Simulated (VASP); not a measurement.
# Ge2Sb2Te (Cmc2_1) in VASP: single point with PBE

Aim: the single point of Ge2Sb2Te with PBE.

Program: VASP 6.6.1. These are calculated values, not measurements. Logs are shortened: lines on timing, memory, paths and dates and some standing lists are left out, and cuts for length are marked.

## Step 1: The cell of the first run

The structure is orthorhombic, space group Cmc2_1 (No. 36). The conventional cell has a = 12.333 Å, b = 7.338 Å, c = 6.982 Å, α = 90.00°, β = 90.00°, γ = 90.00°. Within 3.5 Å of Ge (site symmetry 1) lie 1 Te at 2.67 Å and 3 Sb at 2.71 to 2.74 Å. Sb (site symmetry 1) has 3 Ge at 2.71 to 2.74 Å and 1 Sb at 3.38 Å within 3.6 Å. Within 3.5 Å of Te (site symmetry m) lie 2 Ge at 2.67 Å.

## Step 2: Single point, PBE

INCAR reads:

```
SYSTEM = Ge2Sb2Te
  PREC = Accurate
  ENCUT = 500
  EDIFF = 1E-6
  ISMEAR = 0
  SIGMA = 0.2
  LREAL = .False.
  LASPH = .True.
  NELM = 120
  ALGO = Normal
  ISIF = 2
  LWAVE = .False.
  LCHARG = .False.
  GGA = PE
  NBANDS = 55
  GGA_COMPAT = .False.
```

KPOINTS reads:

```
regular mesh
0
Gamma
  3 3 3
  0 0 0
```

POSCAR reads:

```
Ge2Sb2Te
1.0
    6.1663493782     -3.6690344002      0.0000000000
    6.1663493782      3.6690344002      0.0000000000
    0.0000000000      0.0000000000      6.9820026780
Ge Sb Te
4 4 2
Direct
    0.6827796512      0.9755145680      0.7092664162
    0.0244854320      0.3172203488      0.7092664162
    0.9755145680      0.6827796512      0.2092664162
    0.3172203488      0.0244854320      0.2092664162
    0.3385914508     -0.0642574914      0.8274510072
    1.0642574914      0.6614085492      0.8274510072
   -0.0642574914      0.3385914508      0.3274510072
    0.6614085492      1.0642574914      0.3274510072
    0.6825993122      0.3174006878      0.8602651532
    0.3174006878      0.6825993122      0.3602651532
```

Potentials or basis: VASP PAW PBE potentials, release 64 (Ge_d, Sb, Te).

The run is started by

```sh
> cat potpaw_PBE.64/Ge_d/POTCAR potpaw_PBE.64/Sb/POTCAR potpaw_PBE.64/Te/POTCAR > POTCAR
> mpirun -np 1 vasp_std > vasp.out
```

OUTCAR:

```text
SYSTEM = Ge2Sb2Te
   PREC = Accurate
   ENCUT = 500
   EDIFF = 1E-6
   ISMEAR = 0
   LREAL = .False.
   LASPH = .True.
   NELM = 120
   ISIF = 2
   GGA = PE

 ion  position               nearest neighbor table
   1  0.683  0.976  0.709-   9 2.67   6 2.71   8 2.73   5 2.74
   2  0.024  0.317  0.709-   9 2.67   5 2.71   7 2.73   6 2.74
   3  0.976  0.683  0.209-  10 2.67   8 2.71   6 2.73   7 2.74
   4  0.317  0.024  0.209-  10 2.67   7 2.71   5 2.73   8 2.74
   5  0.339  0.936  0.827-   2 2.71   4 2.73   1 2.74   6 3.38
   6  0.064  0.661  0.827-   1 2.71   3 2.73   2 2.74   5 3.38
   7  0.936  0.339  0.327-   4 2.71   2 2.73   3 2.74   8 3.38
   8  0.661  0.064  0.327-   3 2.71   1 2.73   4 2.74   7 3.38
   9  0.683  0.317  0.860-   1 2.67   2 2.67
  10  0.317  0.683  0.360-   3 2.67   4 2.67

  LATTYP: Found a base centered orthorhombic cell.
 ALAT       =     7.3380688004
 B/A-ratio  =     1.6806463787
 C/A-ratio  =     0.9514768624

  Lattice vectors:

 A1 = (  -6.1663493782,  -3.6690344002,   0.0000000000)
 A2 = (   6.1663493782,  -3.6690344002,   0.0000000000)
 A3 = (   0.0000000000,   0.0000000000,   6.9820026780)

Analysis of symmetry for initial positions (statically):
=====================================================================
 Subroutine PRICEL returns:
 Original cell was already a primitive cell.

 Routine SETGRP: Setting up the symmetry group for a
 base centered orthorhombic supercell.

 Subroutine GETGRP returns: Found  4 space group operations
 (whereof  2 operations were pure point group operations)
 out of a pool of  8 trial point group operations.

The static configuration has the point symmetry C_1h.
 The point group associated with its full space group is C_2v.

Analysis of symmetry for dynamics (positions and initial velocities):
=====================================================================
 Subroutine PRICEL returns:
 Original cell was already a primitive cell.

 Routine SETGRP: Setting up the symmetry group for a
 base centered orthorhombic supercell.

 Subroutine GETGRP returns: Found  4 space group operations
 (whereof  2 operations were pure point group operations)
 out of a pool of  8 trial point group operations.

The dynamic configuration has the point symmetry C_1h.
 The point group associated with its full space group is C_2v.

 Subroutine INISYM returns: Found  4 space group operations
 (whereof  2 operations are pure point group operations),
 and found     1 'primitive' translations

[... 105 lines left out ...]
   NUPDOWN=      -1.0000    fix difference up-down
   EMIN   =  10.00;   EMAX   =-10.00  energy-range for DOS
   EFERMI =   0.00;   METHOD = LEGACY
   ISMEAR =     0;   SIGMA  =   0.20  broadening in eV -4-tet -1-fermi 0-gaus
   EFERMI_NEDOS =   21; number of points for ismear=-14 and -15
   IALGO  =     38    algorithm
   IMIX   =      4    mixing-type and parameters
     AMIX     =   0.40;   BMIX     =  1.00
     AMIX_MAG =   1.60;   BMIX_MAG =  1.00
  volume/ion in A,a.u.               =      31.59       213.20
  Fermi-wavevector in a.u.,A,eV,Ry     =   1.069151  2.020403 15.552603  1.143084
  Thomas-Fermi vector in A             =   2.204822
   LORBIT       =      0    0 simple, 1 ext, 2 COOP (PROOUT), +10 PAW based schemes
   GGA     = PE    functional components
   LHFCALC =     F    Hartree Fock is set to
   AEXX    =    0.0000 exact exchange contribution
   IVDW    =     0    specifies the selected vdW correction
   LEPSILON=     F    determine dielectric tensor
   LRPA    =     F    only Hartree local field effects (RPA)
 non-spin polarized calculation
 Gauss-broadening in eV      SIGMA  =   0.20
  energy-cutoff  :      500.00
  volume of cell :      315.93
 maximum number of plane-waves:      8039
 NGX is ok and might be reduce to    54
   NGX = 27   NGY = 27   NGZ = 25

 number of electron      87.9999985 magnetization

 Free energy of the ion-electron system (eV)
  ---------------------------------------------------
  ext. energy  EPLUGINS =         0.00000000
  ---------------------------------------------------
  free energy    TOTEN  =       -40.20252551 eV

  energy without entropy =      -40.15660230  energy(sigma->0) =      -40.17956390

 E-fermi :   4.8712     XC(G=0):  -8.9531

 val. band max:        4.8369225443   @ k =   0.0000   0.0000   0.0000
 cond. band min:       4.9346659567   @ k =  -0.3333   0.3333   0.0000
 fundamental gap:      0.0977434124
 Fermi energy:         4.8711655042

 k-point     1 :       0.0000    0.0000    0.0000
  band No.  band energies     occupation
      1     -19.9645      2.00000
      2     -19.9631      2.00000
      3     -19.9609      2.00000
      4     -19.9609      2.00000
      5     -19.9466      2.00000
      6     -19.9455      2.00000
[... 453 lines left out ...]
     54       8.1631      0.00000
     55       8.7825      0.00000

------------------------ aborting loop because EDIFF is reached ----------------------------------------

  FORCE on cell =-STRESS in cart. coord.  units (eV):
  Direction    XX          YY          ZZ          XY          YZ          ZX
  --------------------------------------------------------------------------------------
  -------------------------------------------------------------------------------------
  Total       -0.2241317      0.1346717      0.1029202      0.0000000      0.0000000      0.0000000
  in kB       -1.1366425      0.6829627      0.5219409      0.0000000      0.0000000      0.0000000
  external PRESSURE =       0.0227537 kB  Pullay stress =       0.0000000 kB

 VOLUME and BASIS-vectors are now :
 -----------------------------------------------------------------------------
  energy-cutoff  :      500.00
  volume of cell :      315.93
      direct lattice vectors                 reciprocal lattice vectors
     6.166349378 -3.669034400  0.000000000     0.081085253 -0.136275637  0.000000000
     6.166349378  3.669034400  0.000000000     0.081085253  0.136275637  0.000000000
     0.000000000  0.000000000  6.982002678     0.000000000  0.000000000  0.143225382

 POSITION                                       TOTAL-FORCE (eV/Angst)
 -----------------------------------------------------------------------------------
     10.22562      1.07405      4.95210         0.009708     -0.051591     -0.005849
      2.10708      1.07405      4.95210        -0.009708     -0.051591     -0.005849
     10.22562     -1.07405      1.46110         0.009708      0.051591     -0.005849
      2.10708     -1.07405      1.46110        -0.009708      0.051591     -0.005849
      7.85799      2.19097      5.77727        -0.086943      0.031646     -0.003285
      4.47471      2.19097      5.77727         0.086943      0.031646     -0.003285
      7.85799     -2.19097      2.28626        -0.086943     -0.031646     -0.003285
      4.47471     -2.19097      2.28626         0.086943     -0.031646     -0.003285
      6.16635     -1.33993      6.00637         0.000000      0.067836      0.018269
      6.16635      1.33993      2.51537         0.000000     -0.067836      0.018269
 -----------------------------------------------------------------------------------
    total drift:                               -0.000001     -0.000000      0.001561

  FREE ENERGIE OF THE ION-ELECTRON SYSTEM (eV)
  ---------------------------------------------------
  free  energy   TOTEN  =       -40.2025255053 eV

  energy  without entropy=      -40.1566022976  energy(sigma->0) =      -40.17956390
```

OSZICAR:

```text
N       E                     dE             d eps       ncg     rms          rms(c)
DAV:   1     0.899745290311E+03    0.89975E+03   -0.37031E+04  1132   0.254E+03
DAV:   2     0.123388456104E+03   -0.77636E+03   -0.75109E+03   896   0.779E+02
DAV:   3    -0.287449797542E+02   -0.15213E+03   -0.14798E+03   983   0.192E+02
DAV:   4    -0.400396060809E+02   -0.11295E+02   -0.11141E+02  1072   0.593E+01
DAV:   5    -0.403752494496E+02   -0.33564E+00   -0.33478E+00  1072   0.111E+01    0.909E+00
DAV:   6    -0.402525706284E+02    0.12268E+00   -0.23666E-01  1163   0.247E+00    0.552E+00
DAV:   7    -0.402001672434E+02    0.52403E-01   -0.18611E-01  1008   0.205E+00    0.408E-01
DAV:   8    -0.402011298002E+02   -0.96256E-03   -0.19269E-02  1019   0.985E-01    0.317E-01
DAV:   9    -0.402021215939E+02   -0.99179E-03   -0.39118E-03  1152   0.210E-01    0.121E-01
DAV:  10    -0.402023249514E+02   -0.20336E-03   -0.34502E-04   995   0.113E-01    0.672E-02
DAV:  11    -0.402025084571E+02   -0.18351E-03   -0.23454E-04   992   0.571E-02    0.136E-02
DAV:  12    -0.402025197167E+02   -0.11260E-04   -0.21234E-05  1089   0.285E-02    0.820E-03
DAV:  13    -0.402025245512E+02   -0.48345E-05   -0.64741E-06   864   0.966E-03    0.488E-03
DAV:  14    -0.402025255053E+02   -0.95412E-06   -0.52006E-07   633   0.324E-03
   1 F= -.40202526E+02 E0= -.40179564E+02  d E =-.459232E-01
```

Wall time 6.2 min (1 thread of Intel Xeon 8259CL, shared host); peak memory 0.46 GiB.

What came out:

```
Free energy            : -40.2025 eV
Pressure               : 0.0 GPa
Largest force          : 0.093 eV/Å
Band gap on the k mesh : zero (bands 44 and 45 overlap by 0.44 eV)
```

Forces on the atoms (eV/Å):
```
Ge   0.010 -0.052 -0.006
Ge  -0.010 -0.052 -0.006
Ge   0.010  0.052 -0.006
Ge  -0.010  0.052 -0.006
Sb  -0.087  0.032 -0.003
Sb   0.087  0.032 -0.003
Sb  -0.087 -0.032 -0.003
Sb   0.087 -0.032 -0.003
Te   0.000  0.068  0.018
Te   0.000 -0.068  0.018
```

Stress tensor (GPa, compression positive):
```
-0.11  0.00  0.00
 0.00  0.07  0.00
 0.00  0.00  0.05
```

Levels at points of the mesh, in eV from the Fermi level:
```tsv
k point	band 40	band 41	band 42	band 43	band 44	band 45	band 46	band 47	band 48	band 49
(0.00, 0.00, 0.00)	-0.95	-0.65	-0.27	-0.03	0.37	0.54	0.68	1.25	1.28	2.27
```

Caveat: semilocal functionals underestimate gaps, and a narrow one can read as zero; spin-orbit coupling is left out, which moves the levels of the heavy elements.

The gap in the log of VASP goes by the Fermi energy; the results here count the filled bands.